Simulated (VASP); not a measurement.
The system is BAs.

```
CELL_PARAMETERS angstrom
0.00000 2.52283 2.52283
2.52283 0.00000 2.52283
2.52283 2.52283 0.00000
ATOMIC_POSITIONS crystal
B 0.00000 0.00000 0.00000
As 0.75000 0.75000 0.75000
```

* Program: VASP 6.6.1
* Task: relaxation of cell and atoms
* Functional: PBE
* Potentials or basis: VASP PAW PBE potentials, release 64 (B, As)
* Cutoff: 500 eV
* k mesh: 7 × 7 × 7
* Occupations: gaussian, width 0.2 eV
* Spin: no spin polarisation

At the start: pressure -13.7 GPa; volume 16.06 Å³/atom.

Where does the relaxation end?

Over 3 steps the energy falls by 101.1 meV/atom and the volume is 13.97 Å³/atom (-13.0 %); space group F-43m (No. 216, to 0.05 Å).

The path:
```csv
step,energy change (eV),largest force (eV/Å),pressure (GPa),volume (Å³)
1,0.0000,0.0000,-13.71,32.11
2,-0.1493,0.0000,10.04,26.14
3,-0.2023,0.0000,-0.02,27.94
```

Final structure:
```
CELL_PARAMETERS angstrom
0.00000 2.40838 2.40838
2.40838 0.00000 2.40838
2.40838 2.40838 0.00000
ATOMIC_POSITIONS crystal
B 0.00000 0.00000 0.00000
As 0.75000 0.75000 0.75000
```
